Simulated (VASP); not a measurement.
# BiTe4 (P-43m) in VASP: notebook, part 2 of 2

VASP 6.6.1. Earlier steps stand in the parts before.

## (3) Single point, PBE

This run uses another cell than the first one, of 36.97 Å³/atom.

The input, INCAR:

```
PREC     = Accurate       # precision mode
ENCUT    = 520            # plane-wave cutoff, eV
EDIFF    = 1E-6           # SCF threshold, eV
ISMEAR   = 0              # smearing method
SIGMA    = 0.1            # smearing width, eV
LREAL    = F              # projectors in reciprocal space
LASPH    = T              # aspherical terms in the spheres
NELM     = 100            # most SCF steps
ALGO     = Normal         # electronic algorithm
ISIF     = 2              # what is computed and relaxed
LWAVE    = F              # write WAVECAR
LCHARG   = T              # write CHGCAR
GGA      = PE             # functional
LELF     = T              # ELF
LVHAR    = T            
NBANDS   = 28             # bands
```

The input, KPOINTS:

```
regular mesh
0
Gamma
  4 4 4
```

The input, POSCAR:

```
BiTe4
1.0
    5.6962405300      0.0000000000      0.0000000000
    0.0000000000      5.6962405300      0.0000000000
    0.0000000000      0.0000000000      5.6962405300
Bi Te
1 4
Direct
    0.0000000000      0.0000000000      0.0000000000
    0.2500000000      0.2500000000      0.2500000000
    0.7500000000      0.7500000000      0.2500000000
    0.2500000000      0.7500000000      0.7500000000
    0.7500000000      0.2500000000      0.7500000000
```

Potentials or basis: VASP PAW PBE potentials, release 64 (Bi_d, Te).

Run with:

```
> cat potpaw_PBE.64/Bi_d/POTCAR potpaw_PBE.64/Te/POTCAR > POTCAR
> mpirun -np 1 vasp_std > vasp.out
```

OUTCAR:

```text
PREC = Accurate
   ENCUT = 520
   EDIFF = 1E-6
   ISMEAR = 0
   LREAL = F
   LASPH = T
   NELM = 100
   ISIF = 2
   GGA = PE

 ion  position               nearest neighbor table
   1  0.000  0.000  0.000-   2 2.47   3 2.47   4 2.47   5 2.47
   2  0.250  0.250  0.250-   1 2.47
   3  0.750  0.750  0.250-   1 2.47
   4  0.250  0.750  0.750-   1 2.47
   5  0.750  0.250  0.750-   1 2.47

  LATTYP: Found a simple cubic cell.
 ALAT       =     5.6962405300

  Lattice vectors:

 A1 = (   5.6962405300,   0.0000000000,   0.0000000000)
 A2 = (   0.0000000000,   5.6962405300,   0.0000000000)
 A3 = (   0.0000000000,   0.0000000000,   5.6962405300)

Analysis of symmetry for initial positions (statically):
=====================================================================
 Subroutine PRICEL returns:
 Original cell was already a primitive cell.

 Routine SETGRP: Setting up the symmetry group for a
 simple cubic supercell.

 Subroutine GETGRP returns: Found 24 space group operations
 (whereof 24 operations were pure point group operations)
 out of a pool of 48 trial point group operations.

The static configuration has the point symmetry T_d .

Analysis of symmetry for dynamics (positions and initial velocities):
=====================================================================
 Subroutine PRICEL returns:
 Original cell was already a primitive cell.

 Routine SETGRP: Setting up the symmetry group for a
 simple cubic supercell.

 Subroutine GETGRP returns: Found 24 space group operations
 (whereof 24 operations were pure point group operations)
 out of a pool of 48 trial point group operations.

The dynamic configuration has the point symmetry T_d .

[... 103 lines left out ...]
   EFERMI =   0.00;   METHOD = LEGACY
   ISMEAR =     0;   SIGMA  =   0.10  broadening in eV -4-tet -1-fermi 0-gaus
   EFERMI_NEDOS =   21; number of points for ismear=-14 and -15
   IALGO  =     38    algorithm
   IMIX   =      4    mixing-type and parameters
     AMIX     =   0.40;   BMIX     =  1.00
     AMIX_MAG =   1.60;   BMIX_MAG =  1.00
  volume/ion in A,a.u.               =      36.97       249.45
  Fermi-wavevector in a.u.,A,eV,Ry     =   0.974634  1.841790 12.924319  0.949911
  Thomas-Fermi vector in A             =   2.105109
   LORBIT       =      0    0 simple, 1 ext, 2 COOP (PROOUT), +10 PAW based schemes
   GGA     = PE    functional components
   LHFCALC =     F    Hartree Fock is set to
   AEXX    =    0.0000 exact exchange contribution
   IVDW    =     0    specifies the selected vdW correction
   LEPSILON=     F    determine dielectric tensor
   LRPA    =     F    only Hartree local field effects (RPA)
 non-spin polarized calculation
 Gauss-broadening in eV      SIGMA  =   0.10
  energy-cutoff  :      520.00
  volume of cell :      184.83
 maximum number of plane-waves:      4995
   NGX = 21   NGY = 21   NGZ = 21

 number of electron      38.9999999 magnetization

 Free energy of the ion-electron system (eV)
  ---------------------------------------------------
  ext. energy  EPLUGINS =         0.00000000
  ---------------------------------------------------
  free energy    TOTEN  =       -10.21032246 eV

  energy without entropy =      -10.16660302  energy(sigma->0) =      -10.18846274

 E-fermi :   4.5776     XC(G=0):  -8.7044

 val. band max:        4.5079048114   @ k =   0.5000   0.2500   0.2500
 cond. band min:       4.5985971412   @ k =   0.5000   0.2500   0.0000
 fundamental gap:      0.0906923299
 Fermi energy:         4.5775568033

 k-point     1 :       0.0000    0.0000    0.0000
  band No.  band energies     occupation
      1     -19.4375      2.00000
      2     -19.4375      2.00000
      3     -19.4375      2.00000
      4     -19.2572      2.00000
      5     -19.2572      2.00000
      6     -10.2394      2.00000
[... 299 lines left out ...]
     27      10.1874      0.00000
     28      10.1874      0.00000

------------------------ aborting loop because EDIFF is reached ----------------------------------------

  FORCE on cell =-STRESS in cart. coord.  units (eV):
  Direction    XX          YY          ZZ          XY          YZ          ZX
  --------------------------------------------------------------------------------------
  -------------------------------------------------------------------------------------
  Total       16.7041237     16.7041237     16.7041237     -0.0000000     -0.0000000      0.0000000
  in kB      144.8002536    144.8002536    144.8002536     -0.0000000     -0.0000000      0.0000000
  external PRESSURE =     144.8002536 kB  Pullay stress =       0.0000000 kB

 VOLUME and BASIS-vectors are now :
 -----------------------------------------------------------------------------
  energy-cutoff  :      520.00
  volume of cell :      184.83
      direct lattice vectors                 reciprocal lattice vectors
     5.696240530  0.000000000  0.000000000     0.175554384  0.000000000  0.000000000
     0.000000000  5.696240530  0.000000000     0.000000000  0.175554384  0.000000000
     0.000000000  0.000000000  5.696240530     0.000000000  0.000000000  0.175554384

 POSITION                                       TOTAL-FORCE (eV/Angst)
 -----------------------------------------------------------------------------------
      0.00000      0.00000      0.00000        -0.000000      0.000000     -0.000000
      1.42406      1.42406      1.42406         3.426714      3.426714      3.426714
      4.27218      4.27218      1.42406        -3.426714     -3.426714      3.426714
      1.42406      4.27218      4.27218         3.426714     -3.426714     -3.426714
      4.27218      1.42406      4.27218        -3.426714      3.426714     -3.426714
 -----------------------------------------------------------------------------------
    total drift:                                0.000000     -0.000000     -0.000000

  FREE ENERGIE OF THE ION-ELECTRON SYSTEM (eV)
  ---------------------------------------------------
  free  energy   TOTEN  =       -10.2103224626 eV

  energy  without entropy=      -10.1666030246  energy(sigma->0) =      -10.18846274
```

OSZICAR:

```text
N       E                     dE             d eps       ncg     rms          rms(c)
DAV:   1     0.289125682552E+03    0.28913E+03   -0.15920E+04   560   0.119E+03
DAV:   2     0.143246322416E+02   -0.27480E+03   -0.26775E+03   664   0.273E+02
DAV:   3    -0.969369323610E+01   -0.24018E+02   -0.23727E+02   712   0.932E+01
DAV:   4    -0.104163032417E+02   -0.72261E+00   -0.72161E+00   712   0.183E+01
DAV:   5    -0.104403591405E+02   -0.24056E-01   -0.24055E-01   824   0.310E+00    0.137E+01
DAV:   6    -0.102606828258E+02    0.17968E+00   -0.18892E-01   772   0.466E+00    0.920E+00
DAV:   7    -0.102169494006E+02    0.43733E-01   -0.30152E-01   732   0.396E+00    0.129E+00
DAV:   8    -0.102095797095E+02    0.73697E-02   -0.49756E-02   672   0.215E+00    0.443E-01
DAV:   9    -0.102103690622E+02   -0.78935E-03   -0.88014E-03   696   0.562E-01    0.965E-02
DAV:  10    -0.102102945732E+02    0.74489E-04   -0.35453E-04   704   0.202E-01    0.538E-02
DAV:  11    -0.102103120429E+02   -0.17470E-04   -0.91078E-05   668   0.417E-02    0.272E-02
DAV:  12    -0.102103216466E+02   -0.96037E-05   -0.10486E-05   732   0.196E-02    0.714E-03
DAV:  13    -0.102103224626E+02   -0.81605E-06   -0.95869E-07   460   0.813E-03
   1 F= -.10210322E+02 E0= -.10188463E+02  d E =-.437194E-01
```

stdout:

```text
POSCAR found type information on POSCAR BiTe
 POSCAR found :  2 types and       5 ions
 scaLAPACK will be used
 LDA part: xc-table for (Slater+PW92), standard interpolation
 POSCAR, INCAR and KPOINTS ok, starting setup
 FFT: planning ... GRIDC
 FFT: planning ... GRID_SOFT
 FFT: planning ... GRID
 WAVECAR not read
 entering main loop
```

Run time: 67 s. Hardware: 1 thread of Intel Xeon 8259CL, shared host; peak memory 0.27 GiB.

What came out:

```yaml
Free_energy: -10.2103 eV
Pressure: 14.5 GPa
Band_gap_on_the_k_mesh: zero (an odd number of electrons rules out a gap without spin polarisation)
```

Caveat: the cell stands under pressure; spin-orbit coupling is left out, which moves the levels of the heavy elements.
